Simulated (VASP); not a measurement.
# Sr5P2: single point with PBE

Sr5P2:

```
Sr P
1.0
    -3.65024    3.65024    4.56270
     3.65024   -3.65024    4.56270
     3.65024    3.65024   -4.56270
Sr P
5 2
Direct
  0.00000 0.00000 0.50000
  0.00000 0.50000 0.00000
  0.50000 0.00000 0.00000
  0.50000 0.50000 0.50000
  0.50000 0.50000 0.00000
  0.00000 0.50000 0.50000
  0.50000 0.00000 0.50000
```

The cell was generated, and may not be a known phase.

- Program: VASP 6.6.1
- Task: single point
- Functional: PBE
- Potentials or basis: VASP PAW PBE potentials, release 64 (Sr_sv, P)
- Cutoff: 520 eV
- k mesh: 8 × 8 × 8
- Occupations: gaussian, width 0.1 eV
- Spin: no spin polarisation
- Dipole correction: no
- Further INCAR settings: ALGO = Normal; EDIFF = 1e-06; NBANDS = 39

```yaml
Pressure: 0.1 GPa
Band_gap_on_the_k_mesh: zero (bands 30 and 31 overlap by 0.81 eV)
```

Levels at points of the mesh, in eV from the Fermi level:
```tsv
k point	band 28	band 29	band 30	band 31	band 32	band 33
(0.00, 0.00, 0.00)	-1.39	-0.99	-0.62	-0.62	-0.48	-0.07
(0.50, 0.00, 0.00)	-1.82	-0.95	-0.19	0.40	0.61	0.90
(0.50, 0.50, 0.00)	-1.45	-0.59	-0.03	0.59	0.77	1.28
(0.50, 0.50, 0.50)	-1.82	-0.73	-0.14	1.06	1.09	1.26
```

It took 21 min on 1 thread of Intel Xeon 8259CL (shared host), peak memory 0.65 GiB.
